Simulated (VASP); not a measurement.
# SiC (Cc) in VASP: notebook

Runs on SiC. Level: r2SCAN. Tasks: single point.

Everything below comes from runs of VASP 6.6.1. Logs are shortened: lines on timing, memory, paths and dates and some standing lists are left out, and cuts for length are marked.

## Step 1: The cell of the first run

The structure is monoclinic, space group Cc (No. 9). Conventional cell: a = 3.075 Å, b = 5.326 Å, c = 5.048 Å, α = 90.00°, β = 91.15°, γ = 90.00°. Within 2.5 Å of Si (site symmetry 1) lie 4 C at 1.87 to 1.90 Å. C (site symmetry 1) has 4 Si at 1.87 to 1.90 Å within 2.5 Å.

## Step 2: Single point, r2SCAN (strain -0.0200 x Voigt [0, 0, 0, 0, 1, 0])

Input file POSCAR:

```
SiC
1.0
    3.0751950059      0.0000000000     -0.0307519501
   -1.5375975029      2.6631969967      0.0153759750
   -0.0504816685      0.0000000000      5.0481668544
Si C
2 2
Direct
    0.3333333333      0.6666666667      0.0046028828
    0.6666666667      0.3333333333      0.5046028828
    0.3333333333      0.6666666667      0.3803971172
    0.6666666667      0.3333333333      0.8803971172
```

Input file INCAR.step1:

```
SYSTEM = SiC
ALGO = Normal
EDIFF = 1E-4
ENCUT = 520
GGA = PE
ISMEAR = 0
LASPH = .True.
LCHARG = .False.
LREAL = .False.
LWAVE = .True.
NBANDS = 16
NELM = 100
PREC = Accurate
SIGMA = 0.05
```

Input file INCAR.step2:

```
SYSTEM = SiC
ALGO = Normal
EDIFF = 1E-7
ENCUT = 520
ISIF = 2
ISMEAR = 0
ISTART = 1
LASPH = .True.
LCHARG = .False.
LMIXTAU = .True.
LREAL = .False.
LWAVE = .False.
METAGGA = R2SCAN
NBANDS = 16
NELM = 100
PREC = Accurate
SIGMA = 0.05
```

Input file KPOINTS:

```
k-points
0
Gamma
  12 12 6
  0 0 0
```

Potentials or basis: VASP PAW PBE potentials, release 64 (Si, C).

Started as:

```sh
$ cat potpaw_PBE.64/Si/POTCAR potpaw_PBE.64/C/POTCAR > POTCAR
$ cp INCAR.step1 INCAR
$ mpirun -np 1 vasp_std > vasp.out
$ cp INCAR.step2 INCAR
$ mpirun -np 1 vasp_std > vasp.out
```

OUTCAR:

```text
SYSTEM = SiC
   EDIFF = 1E-7
   ENCUT = 520
   ISIF = 2
   ISMEAR = 0
   ISTART = 1
   LASPH = .True.
   LREAL = .False.
   METAGGA = R2SCAN
   NELM = 100
   PREC = Accurate

 ion  position               nearest neighbor table
   1  0.333  0.667  0.005-   4 1.87   4 1.88   4 1.89   3 1.90   2 3.06   2 3.06   2 3.09   2 3.09
                             2 3.11   2 3.11
   2  0.667  0.333  0.505-   3 1.87   3 1.88   3 1.89   4 1.90   1 3.06   1 3.06   1 3.09   1 3.09
                             1 3.11   1 3.11
   3  0.333  0.667  0.380-   2 1.87   2 1.88   2 1.89   1 1.90
   4  0.667  0.333  0.880-   1 1.87   1 1.88   1 1.89   2 1.90

  LATTYP: Found a base centered monoclinic cell.
 ALAT       =     3.0753487618
 B/A-ratio  =     1.7319642115
 C/A-ratio  =     1.6415761748
 COS(beta)  =    -0.0199980002

  Lattice vectors:

 A1 = (   1.5375975029,  -2.6631969967,  -0.0153759750)
 A2 = (   1.5375975030,   2.6631969967,  -0.0153759751)
 A3 = (  -0.0504816685,   0.0000000000,   5.0481668544)

Analysis of symmetry for initial positions (statically):
=====================================================================
 Subroutine PRICEL returns:
 Original cell was already a primitive cell.

 Routine SETGRP: Setting up the symmetry group for a
 base centered monoclinic supercell.

 Subroutine GETGRP returns: Found  2 space group operations
 (whereof  1 operations were pure point group operations)
 out of a pool of  4 trial point group operations.

The static configuration has the point symmetry C_1 .
 The point group associated with its full space group is C_1h.

Analysis of symmetry for dynamics (positions and initial velocities):
=====================================================================
 Subroutine PRICEL returns:
 Original cell was already a primitive cell.

 Routine SETGRP: Setting up the symmetry group for a
 base centered monoclinic supercell.

 Subroutine GETGRP returns: Found  2 space group operations
 (whereof  1 operations were pure point group operations)
 out of a pool of  4 trial point group operations.

The dynamic configuration has the point symmetry C_1 .
 The point group associated with its full space group is C_1h.

 Subroutine INISYM returns: Found  2 space group operations
 (whereof  1 operations are pure point group operations),
 and found     1 'primitive' translations

----------------------------------------------------------------------------------------

                                     Primitive cell

  volume of cell :      41.3396

  direct lattice vectors                    reciprocal lattice vectors
     3.075195006  0.000000000 -0.030751950     0.325215152  0.187744279  0.003252152
    -1.537597503  2.663196997  0.015375975     0.000000000  0.375488558  0.000000000
    -0.050481669  0.000000000  5.048166854     0.001981115  0.000000000  0.198111520

  length of vectors
     3.075348762  3.075233446  5.048419256     0.375530805  0.375488558  0.198121426

  position of ions in fractional coordinates (direct lattice)
     0.333333333  0.666666667  0.004602883
     0.666666667  0.333333333  0.504602883
     0.333333333  0.666666667  0.380397117
     0.666666667  0.333333333  0.880397117

  ion indices of the primitive-cell ions
   primitive index   ion index
                 1           1
                 2           2
                 3           3
                 4           4

----------------------------------------------------------------------------------------

 KPOINTS: k-points

Automatic generation of k-mesh.
 Grid dimensions read from file:
 generate k-points for:   12   12    6

 Generating k-lattice:

  Cartesian coordinates                     Fractional coordinates (reciprocal lattice)
     0.027101263  0.015645357  0.000271013     0.083333333  0.000000000  0.000000000
     0.000000000  0.031290713  0.000000000     0.000000000  0.083333333  0.000000000
     0.000330186  0.000000000  0.033018587     0.000000000  0.000000000  0.166666667

  Length of vectors
     0.031294234  0.031290713  0.033020238

  Shift w.r.t. Gamma in fractional coordinates (k-lattice)
     0.000000000  0.000000000  0.000000000

 Subroutine IBZKPT returns following result:
 ===========================================

 Found    242 irreducible k-points:

 Following reciprocal coordinates:
            Coordinates               Weight
  0.000000  0.000000  0.000000      1.000000
  0.083333 -0.000000  0.000000      4.000000
  0.166667 -0.000000  0.000000      4.000000
  0.250000  0.000000  0.000000      4.000000
  0.333333 -0.000000  0.000000      4.000000
  0.416667 -0.000000 -0.000000      4.000000
[... 16 lines left out ...]
  0.333333  0.166667  0.000000      4.000000
  0.416667  0.166667 -0.000000      4.000000
 [... further k-points ...]
   k-points           NKPTS =    242   k-points in BZ     NKDIM =    242   number of bands    NBANDS=     16
   number of dos      NEDOS =    301   number of ions     NIONS =      4
   total plane-waves  NPLWV =  23040
   dimension x,y,z NGX =    24 NGY =   24 NGZ =   40
   dimension x,y,z NGXF=    48 NGYF=   48 NGZF=   80
   ions per type =               2   2
   NGX,Y,Z   is equivalent  to a cutoff of  12.97, 12.97, 13.17 a.u.
   NGXF,Y,Z  is equivalent  to a cutoff of  25.95, 25.95, 26.34 a.u.
 SYSTEM =  SiC
   PREC   = accura    normal or accurate (medium, high low for compatibility)
   ISTART =      1    job   : 0-new  1-cont  2-samecut
   ICHARG =      0    charge: 1-file 2-atom 10-const
   ISPIN  =      1    spin polarized calculation?
   LNONCOLLINEAR =      F non collinear calculations
   LSORBIT =      F    spin-orbit coupling
   LASPH  =      T    aspherical Exc in radial PAW
   ENCUT  =  520.0 eV  38.22 Ry    6.18 a.u.   5.72  5.72  9.39*2*pi/ulx,y,z
   NELM   =    100;   NELMIN=  2; NELMDL=  0     # of ELM steps
   EDIFF  = 0.1E-06   stopping-criterion for ELM
   LREAL  =      F    real-space projection
   EDIFFG = 0.1E-05   stopping-criterion for IOM
   NSW    =      0    number of steps for IOM
   IBRION =     -1    ionic relax: 0-MD 1-quasi-New 2-CG
   NFREE  =      0    steps in history (QN), initial steepest desc. (CG)
   ISIF   =      2    stress and relaxation
   ISYM   =      2    0-nonsym 1-usesym 2-fastsym
   POTIM  = 0.5000    time-step for ionic-motion
   TEBEG  =    0.0;   TEEND  =   0.0 temperature during run
   PSTRESS=    0.0 pullay stress
   NELECT =      16.0000    total number of electrons
   NUPDOWN=      -1.0000    fix difference up-down
   EMIN   =  10.00;   EMAX   =-10.00  energy-range for DOS
   EFERMI =   0.00;   METHOD = LEGACY
   ISMEAR =     0;   SIGMA  =   0.05  broadening in eV -4-tet -1-fermi 0-gaus
   EFERMI_NEDOS =   21; number of points for ismear=-14 and -15
   IALGO  =     38    algorithm
   IMIX   =      4    mixing-type and parameters
     AMIX     =   0.40;   BMIX     =  1.00
     AMIX_MAG =   1.60;   BMIX_MAG =  1.00
  volume/ion in A,a.u.               =      10.33        69.74
  Fermi-wavevector in a.u.,A,eV,Ry     =   1.193052  2.254542 19.366170  1.423373
  Thomas-Fermi vector in A             =   2.329076
   LORBIT       =      0    0 simple, 1 ext, 2 COOP (PROOUT), +10 PAW based schemes
   METAGGA = R2SCAN    functional components
   LHFCALC =     F    Hartree Fock is set to
   AEXX    =    0.0000 exact exchange contribution
   IVDW    =     0    specifies the selected vdW correction
   LEPSILON=     F    determine dielectric tensor
   LRPA    =     F    only Hartree local field effects (RPA)
 non-spin polarized calculation
 Gauss-broadening in eV      SIGMA  =   0.05
  energy-cutoff  :      520.00
  volume of cell :       41.34
 maximum number of plane-waves:      1128
   NGX = 11   NGY = 11   NGZ = 19

 number of electron      15.9999999 magnetization

 Free energy of the ion-electron system (eV)
  ---------------------------------------------------
  ext. energy  EPLUGINS =         0.00000000
  ---------------------------------------------------
  free energy    TOTEN  =       -38.62877346 eV

  energy without entropy =      -38.62877346  energy(sigma->0) =      -38.62877346

 E-fermi :   8.4430     XC(G=0): -11.9302

 val. band max:        8.1791260323   @ k =   0.0000   0.0000   0.0000
 cond. band min:      10.8103516445   @ k =   0.3333   0.3333   0.0000
 fundamental gap:      2.6312256122
 Fermi energy:         8.4429550970

 k-point     1 :       0.0000    0.0000    0.0000
  band No.  band energies     occupation
      1      -8.2085      2.00000
      2      -4.5795      2.00000
      3      -0.8446      2.00000
      4       6.7611      2.00000
      5       6.7621      2.00000
      6       8.0061      2.00000
[... 8 lines left out ...]
     15      17.7216      0.00000
     16      20.1904      0.00000

 k-point     2 :       0.0833   -0.0000    0.0000
  band No.  band energies     occupation
      1      -8.0835      2.00000
      2      -4.4743      2.00000
      3      -0.7291      2.00000
      4       6.0641      2.00000
      5       6.5425      2.00000
      6       7.6495      2.00000
[... 8 lines left out ...]
     15      18.0440      0.00000
     16      19.2321      0.00000

 k-point     3 :       0.1667   -0.0000    0.0000
  band No.  band energies     occupation
      1      -7.7123      2.00000
      2      -4.1693      2.00000
      3      -0.3923      2.00000
      4       4.5321      2.00000
      5       6.0451      2.00000
      6       6.4900      2.00000
[... 8 lines left out ...]
     15      18.4335      0.00000
     16      18.7372      0.00000
[... 362 lines left out ...]
 k-point    23 :       0.3333    0.1667    0.0000
  band No.  band energies     occupation
      1      -5.0649      2.00000
      2      -2.9808      2.00000
      3       0.4422      2.00000
      4       2.0403      2.00000
      5       2.5755      2.00000
      6       3.3243      2.00000
[... 8 lines left out ...]
     15      19.7402      0.00000
     16      20.7672      0.00000

 k-point    24 :       0.4167    0.1667   -0.0000
  band No.  band energies     occupation
      1      -4.4877      2.00000
      2      -3.2494      2.00000
      3       0.4433      2.00000
      4       1.7891      2.00000
      5       2.5892      2.00000
      6       3.3286      2.00000
[... 8 lines left out ...]
     15      19.7319      0.00000
     16      21.3837      0.00000

 [... further k-points ...]

------------------------ aborting loop because EDIFF is reached ----------------------------------------

  FORCE on cell =-STRESS in cart. coord.  units (eV):
  Direction    XX          YY          ZZ          XY          YZ          ZX
  --------------------------------------------------------------------------------------
  -------------------------------------------------------------------------------------
  Total       -0.0356905     -0.0344127     -0.0289387     -0.0000000      0.0000000      0.9146317
  in kB       -1.3832384     -1.3337157     -1.1215635     -0.0000000      0.0000000     35.4479086
  external PRESSURE =      -1.2795059 kB  Pullay stress =       0.0000000 kB

 VOLUME and BASIS-vectors are now :
 -----------------------------------------------------------------------------
  energy-cutoff  :      520.00
  volume of cell :       41.34
      direct lattice vectors                 reciprocal lattice vectors
     3.075195006  0.000000000 -0.030751950     0.325215152  0.187744279  0.003252152
    -1.537597503  2.663196997  0.015375975     0.000000000  0.375488558  0.000000000
    -0.050481669  0.000000000  5.048166854     0.001981115  0.000000000  0.198111520

 POSITION                                       TOTAL-FORCE (eV/Angst)
 -----------------------------------------------------------------------------------
     -0.00023      1.77546      0.02324         0.108929      0.006376      0.002141
      1.51212      0.88773      2.53194         0.108929     -0.006376      0.002141
     -0.01920      1.77546      1.92031        -0.108929      0.008866     -0.002141
      1.49315      0.88773      4.42902        -0.108929     -0.008866     -0.002141
 -----------------------------------------------------------------------------------
    total drift:                               -0.000379     -0.000000      0.000219

  FREE ENERGIE OF THE ION-ELECTRON SYSTEM (eV)
  ---------------------------------------------------
  free  energy   TOTEN  =       -38.6287734647 eV

  energy  without entropy=      -38.6287734647  energy(sigma->0) =      -38.62877346
```

It took 13 min on 1 thread of Intel Xeon 8259CL, shared host; peak memory 0.26 GiB.

What came out:

| Item | Value |
| --- | --- |
| Free energy | -38.6288 eV |
| Pressure | -0.1 GPa |
| Largest force | 0.109 eV/Å |
| Band gap on the k mesh | 2.63 eV (least direct gap 4.49 eV) |

Forces on the atoms (eV/Å):
```
Si   0.109  0.006  0.002
Si   0.109 -0.006  0.002
C   -0.109  0.009 -0.002
C   -0.109 -0.009 -0.002
```

Caveat: the cell differs from its parent crystal (strain -0.0200 x Voigt [0, 0, 0, 0, 1, 0]); the PAW data sets were made with another functional, which shifts forces and pressure a little.

(Part 1 of 2 ends here.)
